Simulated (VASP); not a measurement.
A run of VASP 6.6.1 is set up as follows.

INCAR

```
SYSTEM = Si5P13
ALGO = Normal
EDIFF = 1E-6
ENCUT = 520
GGA = PE
ISIF = 2
ISMEAR = -1
ISYM = 0
LASPH = .TRUE.
LCHARG = .FALSE.
LREAL = Auto
LWAVE = .FALSE.
NBANDS = 58
NELM = 100
PREC = Accurate
SIGMA = 0.2585
```

KPOINTS

```
Automatic mesh
0
Gamma
  1 1 1
  0.25 0.25 0.25
```

POSCAR

```
Si5P13
1.0
    7.0479230000      0.0446470000      0.1733930000
    0.0446470000      7.0511420000     -0.0312760000
    0.1733930000     -0.0312760000      7.0375900000
Si P
5 13
Direct
    0.7172453287      0.3138267514      0.5306253883
    0.4928815522      0.5417886006      0.7631423213
    0.3025034091      0.3966737924      1.1635473786
    0.4452462755      0.2438192992     -0.1091120533
    0.7565584709     -0.3636697336      0.3997676651
    0.7934676238      0.7886570151      0.6655119587
    0.6024057202      1.0508851028      0.6477712608
    0.4048249494      0.0389873164      0.4363513013
    0.5816461822      0.9240426894      0.1384759531
    0.1772334967      0.3038719175      0.5109663749
    0.1561612794      0.6752585210      0.2890027854
    0.1479545510      0.8256563697      0.7134234795
    0.9050929753      0.5758080711      0.1432139677
    0.0418088981      0.0057111312      0.3131678957
    0.0289444206      0.5130397491      0.7167605773
    0.5952791386      0.2154164516      0.2007103468
    0.4012694379      0.5654001707      0.4174244513
    1.1578780773      1.1398338728      0.9580277468
```

Potentials or basis: VASP PAW PBE potentials, release 64 (Si, P).

Run with:

```bash
$ cat potpaw_PBE.64/Si/POTCAR potpaw_PBE.64/P/POTCAR > POTCAR
$ mpirun -np 1 vasp_std > vasp.out
```

Task: Estimate the pressure.

Result: 1.1 GPa.

Task: What does it give for the largest force?

Result: 3.200 eV/Å.

Stress tensor (GPa, compression positive):
```
 2.92 -2.01  1.85
-2.01  1.29  0.94
 1.85  0.94 -0.91
```

Caveat: the k points lie up to 0.89 Å⁻¹ apart.
